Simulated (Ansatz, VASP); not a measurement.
## SiO2 in VASP and in Ansatz

```
Si O
1.0
     4.93290    0.00000    0.00000
     0.00000    4.93290    0.00000
     0.00000    0.00000    6.46450
Si O
4 8
Direct
  0.81771 0.81771 0.50000
  0.68229 0.31771 0.25000
  0.18230 0.18230 0.00000
  0.31771 0.68229 0.75000
  0.26834 0.36457 0.80193
  0.13543 0.76834 0.55193
  0.73166 0.63543 0.30193
  0.86457 0.23166 0.05193
  0.76834 0.13543 0.44807
  0.63543 0.73166 0.69807
  0.23166 0.86457 0.94807
  0.36457 0.26834 0.19807
```

Alike in both runs: task relaxation of the atoms; functional PBE; k mesh 4 × 4 × 3; occupations fermi-dirac, width 0.02 eV; no spin polarisation.

|  | VASP | Ansatz |
| --- | --- | --- |
| version | VASP 6.6.1 | Ansatz 0.2.0 |
| potentials or method | VASP PAW PBE potentials, release 64 (Si, O) | plane-wave PAW, scalar-relativistic |
| plane-wave cutoff (eV) | 520 | 420 |
| valence electrons in the cell | 64 | 64 |

VASP gave:

```
gap on the k mesh at the Fermi level, each at its own relaxed structure (eV) : 5.66
```

Question: Estimate Ansatz's values.

Answer: gap on the k mesh at the Fermi level, each at its own relaxed structure (eV): 5.65.

Ansatz's warnings: stress scf threshold loose.
